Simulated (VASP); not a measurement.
Mg:

```
CELL_PARAMETERS angstrom
1.77373 -5.62665 0.00000
1.77373 5.62665 0.00000
0.00000 0.00000 4.69423
ATOMIC_POSITIONS crystal
Mg 0.09800 0.90200 0.91000
Mg 0.59800 0.40200 0.59000
Mg 0.90200 0.09800 0.09000
Mg 0.40200 0.59800 0.41000
```

| Property | Result |
| --- | --- |
| Program | VASP 6.6.1 |
| Task | relaxation of cell and atoms |
| Functional | r2SCAN |
| Potentials or basis | VASP PAW PBE potentials, release 64 (Mg) |
| Cutoff | 600 eV |
| k mesh | 6 × 6 × 4 |
| Occupations | gaussian, width 0.1 eV |
| Spin | no spin polarisation |

At the start: pressure 17.1 GPa; volume 23.42 Å³/atom.

Task: How do energy, volume and symmetry change on relaxing?

Result: Over 26 steps the energy falls by 1366.0 meV/atom and the volume is 23.77 Å³/atom (+1.5 %); space group Fmmm (No. 69, to 0.05 Å).

The path:
| step | energy change (eV) | largest force (eV/Å) | pressure (GPa) | volume (Å³) |
| --- | --- | --- | --- | --- |
| 1 | 0.0000 | 4.3538 | 17.10 | 93.70 |
| 2 | -3.4451 | 1.2019 | -1.77 | 131.80 |
| 3 | -3.4740 | 1.0372 | -2.45 | 135.96 |
| 4 | -3.8797 | 1.0190 | -2.71 | 128.18 |
| 5 | -4.8234 | 0.8829 | -1.33 | 106.33 |
| 6 | -1.0347 | 3.0104 | 35.91 | 69.12 |
| 7 | -4.7795 | 1.1041 | 0.00 | 102.34 |
| 8 | -4.7406 | 0.6766 | 5.13 | 89.88 |
| 9 | -4.8385 | 0.9688 | 1.96 | 96.23 |
| 10 | -5.0739 | 0.4679 | 2.03 | 94.05 |
| 11 | -5.1791 | 0.1460 | 2.80 | 91.52 |
| 12 | -5.3136 | 0.1068 | 1.05 | 94.49 |
| 13 | -5.3814 | 0.0917 | -1.29 | 100.03 |
| 14 | -5.3849 | 0.0981 | -1.00 | 99.17 |
| 15 | -5.3853 | 0.0991 | -0.84 | 98.72 |
| 16 | -5.3973 | 0.1090 | -0.55 | 97.64 |
| 17 | -5.4147 | 0.1119 | 0.33 | 94.66 |
| 18 | -5.4151 | 0.1099 | 0.50 | 94.07 |
| 19 | -5.4245 | 0.0793 | 0.33 | 94.21 |
| 20 | -5.4380 | 0.0108 | 0.14 | 94.48 |
| 21 | -5.4520 | 0.0266 | 0.03 | 94.79 |
| 22 | -5.4537 | 0.0417 | -0.13 | 95.61 |
| 23 | -5.4636 | 0.0415 | -0.08 | 95.26 |
| 24 | -5.4636 | 0.0418 | -0.07 | 95.22 |
| 25 | -5.4636 | 0.0417 | -0.08 | 95.24 |
| 26 | -5.4640 | 0.0276 | 0.00 | 95.06 |

Final structure:
```cif
data_structure
_symmetry_space_group_name_H-M 'P 1'
_symmetry_Int_Tables_number 1
_cell_length_a 5.8922
_cell_length_b 5.8922
_cell_length_c 5.3240
_cell_angle_alpha 90.000
_cell_angle_beta 90.000
_cell_angle_gamma 149.050
_cell_volume 95.06
loop_
_atom_site_label
_atom_site_type_symbol
_atom_site_fract_x
_atom_site_fract_y
_atom_site_fract_z
_atom_site_occupancy
Mg1 Mg 0.13248 0.86752 0.00024 1
Mg2 Mg 0.63248 0.36752 0.49976 1
Mg3 Mg 0.86752 0.13248 0.99976 1
Mg4 Mg 0.36752 0.63248 0.50024 1
```

Caveat: the PAW data sets were made with another functional, which shifts forces and pressure a little.
